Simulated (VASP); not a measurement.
CdGeAs2: single point with PBEsol

The system is CdGeAs2.

```xyz
4
Lattice="4.0764 0.0000 0.0000 0.0000 4.0764 0.0000 0.0000 0.0000 6.1183" Properties=species:S:1:pos:R:3 pbc="T T T"
Cd    0.0000    0.0000    0.0000
As    0.0000    2.0382    1.6350
As    2.0382    0.0000    4.4833
Ge    2.0382    2.0382    3.0592
```

```yaml
Program: VASP 6.6.1
Task: single point
Functional: PBEsol
Potentials_or_basis: VASP PAW PBE potentials, release 64 (Cd, As, Ge_d)
Cutoff: 520 eV
k_mesh: 4 × 4 × 4
Occupations: fermi-dirac, width 0.02 eV
Spin: no spin polarisation
Dipole_correction: no
Further_INCAR_settings: ALGO = Normal; EDIFF = 1e-06; NBANDS = 26
```

| Quantity | Value |
| --- | --- |
| Pressure | -0.3 GPa |
| Largest force | 0.094 eV/Å |
| Band gap on the k mesh | zero (band 18 reaches 3.17 eV, above the bottom of band 19 at 2.87 eV) |

Forces on the atoms (eV/Å):
```
Cd   0.000  0.000  0.000
As   0.000  0.000 -0.094
As   0.000  0.000  0.094
Ge   0.000  0.000  0.000
```

Stress tensor (GPa, compression positive):
```
 0.09  0.00  0.00
 0.00  0.09  0.00
 0.00  0.00 -0.95
```

Levels at points of the mesh, in eV from the Fermi level:
```
           k point  band 14  band 15  band 16  band 17  band 18  band 19  band 20  band 21  band 22  band 23
(0.00, 0.00, 0.00)    -3.12    -3.12    -1.04    -0.50     0.13     0.13     0.65     2.24     3.30     3.30
(0.50, 0.00, 0.00)    -4.19    -3.63    -3.49    -2.41    -0.27     0.63     3.83     4.06     4.29     4.85
(0.50, 0.50, 0.00)    -4.56    -3.95    -2.87    -2.87    -1.94     1.00     1.18     1.18     2.10     7.56
(0.00, 0.00, 0.50)    -3.68    -2.79    -2.79    -0.80    -0.80     0.70     0.84     3.38     4.12     5.06
(0.50, 0.00, 0.50)    -5.48    -2.40    -1.86    -1.19    -0.66    -0.17     1.52     3.18     3.56     5.04
(0.50, 0.50, 0.50)    -4.14    -4.12    -3.40    -3.40    -3.03     2.44     3.63     3.63     4.65     4.65
```

It took 31 s on 1 thread of Intel(R) Xeon(R) Platinum 8488C (Sapphire Rapids), with other jobs on the host, peak memory 0.19 GiB.

Caveat: the k points lie up to 0.39 Å⁻¹ apart; the PAW data sets were made with another functional, which shifts forces and pressure a little.
